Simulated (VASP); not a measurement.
**MoS2: single point with PBEsol**

The system is MoS2.

```
CELL_PARAMETERS angstrom
3.14118 0.00000 0.00000
-1.57059 2.44831 0.00000
0.00000 0.00000 6.12471
ATOMIC_POSITIONS crystal
Mo 0.00000 0.00000 0.50000
S 0.33333 0.66667 0.24106
S 0.66667 0.33333 0.75894
```

This cell differs from its parent crystal: strain -0.1000 x Voigt [0, 1, 0, 0, 0, 0].

```json
{
  "Program": "VASP 6.6.1",
  "Task": "single point",
  "Functional": "PBEsol",
  "Potentials or basis": "VASP PAW PBE potentials, release 64 (Mo_sv, S)",
  "Cutoff": "520 eV",
  "k mesh": "18 × 18 × 8",
  "Occupations": "gaussian, width 0.15 eV",
  "Spin": "no spin polarisation"
}
```

```
Pressure               : 20.6 GPa
Largest force          : 1.658 eV/Å
Band gap on the k mesh : zero (bands 13 and 14 overlap by 0.87 eV)
```

Forces on the atoms (eV/Å):
```
Mo   0.000  0.000  0.000
S    0.000  0.761 -1.472
S    0.000 -0.761  1.472
```

Stress tensor (GPa, compression positive):
```
 5.42  0.00  0.00
 0.00 38.59 -8.84
 0.00 -8.84 17.93
```

Levels at points of the mesh, in eV from the Fermi level:
```csv
k point,band 10,band 11,band 12,band 13,band 14,band 15,band 16,band 17
"(0.00, 0.00, 0.00)",-2.23,-2.17,-1.24,-0.28,0.06,0.86,3.32,4.03
"(0.50, 0.00, 0.00)",-3.79,-3.69,-2.27,-0.87,1.42,2.04,4.13,4.70
"(0.00, 0.50, 0.00)",-4.95,-3.00,-2.41,-2.32,1.94,2.26,3.78,4.76
"(0.00, 0.00, 0.50)",-3.29,-1.25,-0.71,-0.18,-0.06,0.75,3.58,4.29
"(0.50, 0.00, 0.50)",-3.91,-3.04,-2.49,-0.63,1.45,2.71,3.81,4.11
"(0.00, 0.50, 0.50)",-5.04,-2.85,-2.12,-2.12,2.20,2.26,3.12,3.90
```

Wall time 5.9 min on 1 thread of AMD EPYC 9R45 96-Core Processor (Zen 5), on a shared host, peak memory 0.61 GiB.

Caveat: the cell differs from its parent crystal (strain -0.1000 x Voigt [0, 1, 0, 0, 0, 0]); the cell stands under pressure; the PAW data sets were made with another functional, which shifts forces and pressure a little; this functional lacks dispersion, which binds the layers, so the pressure and a relaxed spacing across them are unreliable.
